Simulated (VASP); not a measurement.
# Pd (I4/mmm) in VASP: single point with RPBE

Aim: the single point of Pd with RPBE.

All numbers are computed with VASP 6.6.1; they aren't measurements. Logs are shortened: lines on timing, memory, paths and dates and some standing lists are left out, and cuts for length are marked.

### Step 1. The cell of the first run

Symmetry: I4/mmm, No. 139, tetragonal system. Conventional cell: a = 2.854 Å, b = 2.854 Å, c = 4.029 Å, α = 90.00°, β = 90.00°, γ = 90.00°. Within 3.8 Å of Pd (site symmetry 4/mmm) lie 12 Pd at 2.85 Å.

### Step 2. Single point, RPBE, collinear spin (16.41 Å³/atom)

INCAR reads:

```
SYSTEM = Pd
  ALGO = Normal
  EDIFF = 1E-7
  ENCUT = 520
  GGA = RP
  ISIF = 2
  ISMEAR = -1
  ISPIN = 2
  LASPH = .True.
  LCHARG = .False.
  LMAXMIX = 4
  LORBIT = 11
  LREAL = .False.
  LWAVE = .False.
  MAGMOM = 0.3 0.3
  NBANDS = 21
  NELM = 150
  PREC = Accurate
  SIGMA = 0.05
```

KPOINTS reads:

```
k-points
0
Gamma
  18 18 13
  0 0 0
```

POSCAR reads:

```
Pd
1.0
    2.8539951987      0.0000000000      0.0000000000
    0.0000000000      2.8539951987      0.0000000000
    0.0000000000      0.0000000000      4.0289053889
Pd
2
Direct
    1.0000000000      0.0000000000      0.0000000000
    0.5000000000      0.5000000000      0.5000000000
```

Potentials or basis: VASP PAW PBE potentials, release 64 (Pd).

The run is started by

```
> cat potpaw_PBE.64/Pd/POTCAR > POTCAR
> mpirun -np 1 vasp_std > vasp.out
```

OUTCAR:

```text
SYSTEM = Pd
   EDIFF = 1E-7
   ENCUT = 520
   GGA = RP
   ISIF = 2
   ISMEAR = -1
   ISPIN = 2
   LASPH = .True.
   LORBIT = 11
   LREAL = .False.
   NELM = 150
   PREC = Accurate

 ion  position               nearest neighbor table
   1  0.000  0.000  0.000-   2 2.85   2 2.85   2 2.85   2 2.85   2 2.85   2 2.85   2 2.85   2 2.85

   2  0.500  0.500  0.500-   1 2.85   1 2.85   1 2.85   1 2.85   1 2.85   1 2.85   1 2.85   1 2.85

  LATTYP: Found a simple tetragonal cell.
 ALAT       =     2.8539951987
 C/A-ratio  =     1.4116720977

  Lattice vectors:

 A1 = (   2.8539951987,   0.0000000000,   0.0000000000)
 A2 = (   0.0000000000,   2.8539951987,   0.0000000000)
 A3 = (   0.0000000000,   0.0000000000,   4.0289053889)

Analysis of symmetry for initial positions (statically):
=====================================================================
 Subroutine PRICEL returns following result:

  LATTYP: Found a body centered tetragonal cell.
 ALAT       =     2.8539951987
 C/A-ratio  =     1.4116720977
[... 12 lines left out ...]
 Subroutine GETGRP returns: Found 16 space group operations
 (whereof 16 operations were pure point group operations)
 out of a pool of 16 trial point group operations.

The static configuration has the point symmetry D_4h.

Analysis of symmetry for dynamics (positions and initial velocities):
=====================================================================
 Subroutine PRICEL returns following result:

  LATTYP: Found a body centered tetragonal cell.
 ALAT       =     2.8539951987
 C/A-ratio  =     1.4116720977
[... 12 lines left out ...]
 Subroutine GETGRP returns: Found 16 space group operations
 (whereof 16 operations were pure point group operations)
 out of a pool of 16 trial point group operations.

The dynamic configuration has the point symmetry D_4h.

Analysis of structural, dynamic, and magnetic symmetry:
=====================================================================
 Subroutine PRICEL returns following result:

  LATTYP: Found a body centered tetragonal cell.
 ALAT       =     2.8539951987
 C/A-ratio  =     1.4116720977
[... 12 lines left out ...]
 Subroutine GETGRP returns: Found 16 space group operations
 (whereof 16 operations were pure point group operations)
 out of a pool of 16 trial point group operations.

The overall configuration has the point symmetry D_4h.

 Subroutine INISYM returns: Found 16 space group operations
 (whereof 16 operations are pure point group operations),
 and found     2 'primitive' translations

----------------------------------------------------------------------------------------

                                     Primitive cell
[... 106 lines left out ...]
   IALGO  =     38    algorithm
   IMIX   =      4    mixing-type and parameters
     AMIX     =   0.40;   BMIX     =  1.00
     AMIX_MAG =   1.60;   BMIX_MAG =  1.00
  volume/ion in A,a.u.               =      16.41       110.73
  Fermi-wavevector in a.u.,A,eV,Ry     =   1.387992  2.622925 26.211922  1.926522
  Thomas-Fermi vector in A             =   2.512161
   LORBIT       =     11    0 simple, 1 ext, 2 COOP (PROOUT), +10 PAW based schemes
   GGA     = RP    functional components
   LHFCALC =     F    Hartree Fock is set to
   AEXX    =    0.0000 exact exchange contribution
   IVDW    =     0    specifies the selected vdW correction
   LEPSILON=     F    determine dielectric tensor
   LRPA    =     F    only Hartree local field effects (RPA)
 spin polarized calculation
  energy-cutoff  :      520.00
  volume of cell :       32.82
 maximum number of plane-waves:       903
 NGX is ok and might be reduce to    24
   NGX = 11   NGY = 11   NGZ = 15

 number of electron      19.9999993 magnetization       0.6722529

 Free energy of the ion-electron system (eV)
  ---------------------------------------------------
  ext. energy  EPLUGINS =         0.00000000
  ---------------------------------------------------
  free energy    TOTEN  =        -9.25648874 eV

  energy without entropy =       -9.22280938  energy(sigma->0) =       -9.23964906

 E-fermi :   8.2297     XC(G=0): -12.4134

 val. band max:        8.2250331825   @ k =   0.2778   0.2222   0.2308
 cond. band min:       8.2313463449   @ k =   0.4444   0.1667   0.3846
 fundamental gap:      0.0063131623
 Fermi energy:         8.2296606336

 spin component 1

 k-point     1 :       0.0000    0.0000    0.0000
  band No.  band energies     occupation
      1       1.9004      1.00000
      2       3.5971      1.00000
      3       3.7945      1.00000
      4       5.6749      1.00000
      5       5.6749      1.00000
      6       5.6933      1.00000
[... 565 lines left out ...]
     20      29.5128      0.00000
     21      32.8875      0.00000

 [... further k-points ...]

 spin component 2

 k-point     1 :       0.0000    0.0000    0.0000
  band No.  band energies     occupation
      1       1.8994      1.00000
      2       3.7234      1.00000
      3       4.0178      1.00000
      4       5.9535      1.00000
      5       5.9535      1.00000
      6       5.9644      1.00000
[... 565 lines left out ...]
     20      29.5258      0.00000
     21      32.9762      0.00000

 [... further k-points ...]
[... 5 lines left out ...]
  --------------------------------------------------------------------------------------
  -------------------------------------------------------------------------------------
  Total       -1.0642854     -1.0642854     -1.0526682      0.0000000      0.0000000      0.0000000
  in kB      -51.9607164    -51.9607164    -51.3935405      0.0000000      0.0000000      0.0000000
  external PRESSURE =     -51.7716578 kB  Pullay stress =       0.0000000 kB

 VOLUME and BASIS-vectors are now :
 -----------------------------------------------------------------------------
  energy-cutoff  :      520.00
  volume of cell :       32.82
      direct lattice vectors                 reciprocal lattice vectors
     2.853995199  0.000000000  0.000000000     0.350386013  0.000000000  0.000000000
     0.000000000  2.853995199  0.000000000     0.000000000  0.350386013  0.000000000
     0.000000000  0.000000000  4.028905389     0.000000000  0.000000000  0.248206375

 POSITION                                       TOTAL-FORCE (eV/Angst)
 -----------------------------------------------------------------------------------
      0.00000      0.00000      0.00000         0.000000      0.000000      0.000000
      1.42700      1.42700      2.01445        -0.000000     -0.000000     -0.000000
 -----------------------------------------------------------------------------------
    total drift:                                0.000000      0.000000     -0.000000

  FREE ENERGIE OF THE ION-ELECTRON SYSTEM (eV)
  ---------------------------------------------------
  free  energy   TOTEN  =        -9.2564887379 eV

  energy  without entropy=       -9.2228093849  energy(sigma->0) =       -9.23964906

 total charge

# of ion       s       p       d       tot
------------------------------------------
    1        0.442   0.374   8.435   9.251
    2        0.442   0.374   8.435   9.251
--------------------------------------------------
tot          0.884   0.748  16.870  18.502

 magnetization (x)

# of ion       s       p       d       tot
------------------------------------------
    1       -0.004  -0.009   0.353   0.341
    2       -0.004  -0.009   0.353   0.341
--------------------------------------------------
tot         -0.007  -0.017   0.706   0.682
```

OSZICAR:

```text
N       E                     dE             d eps       ncg     rms          rms(c)
DAV:   1     0.114734355837E+03    0.11473E+03   -0.92497E+03 32356   0.879E+02
DAV:   2    -0.699260928364E+01   -0.12173E+03   -0.11335E+03 36660   0.222E+02
DAV:   3    -0.962040309838E+01   -0.26278E+01   -0.25976E+01 37661   0.344E+01
DAV:   4    -0.964067064102E+01   -0.20268E-01   -0.20264E-01 37917   0.313E+00
DAV:   5    -0.964103013545E+01   -0.35949E-03   -0.35949E-03 39771   0.424E-01    0.778E+00
DAV:   6    -0.926786095630E+01    0.37317E+00   -0.72180E-01 38905   0.792E+00    0.406E+00
DAV:   7    -0.925902326612E+01    0.88377E-02   -0.69501E-03 38354   0.615E-01    0.221E+00
DAV:   8    -0.925608394280E+01    0.29393E-02   -0.17712E-03 38295   0.304E-01    0.366E-01
DAV:   9    -0.925627044631E+01   -0.18650E-03   -0.61562E-05 41879   0.583E-02    0.103E-01
DAV:  10    -0.925643979620E+01   -0.16935E-03   -0.60609E-05 38146   0.634E-02    0.479E-02
DAV:  11    -0.925648756150E+01   -0.47765E-04   -0.57415E-05 37710   0.660E-02    0.914E-03
DAV:  12    -0.925648883671E+01   -0.12752E-05   -0.21999E-06 39584   0.124E-02    0.478E-03
DAV:  13    -0.925648873788E+01    0.98828E-07   -0.22795E-07 34287   0.380E-03
   1 F= -.92564887E+01 E0= -.92396491E+01  d E =-.336794E-01  mag=     0.6716
```

It took 3.3 min on 1 thread of Intel Xeon Platinum 8488C (Sapphire Rapids), shared host; peak memory 0.44 GiB.

What came out:

| Item | Value |
| --- | --- |
| Free energy | -9.2565 eV |
| Pressure | -5.2 GPa |
| Net moment | 0.67 μB per cell |
| Site moments | Pd +0.34 μB |
| Valence electrons inside the program's atomic spheres | Pd 9.25 |

Caveat: the cell stands under tension; the PAW data sets were made with another functional, which shifts forces and pressure a little.
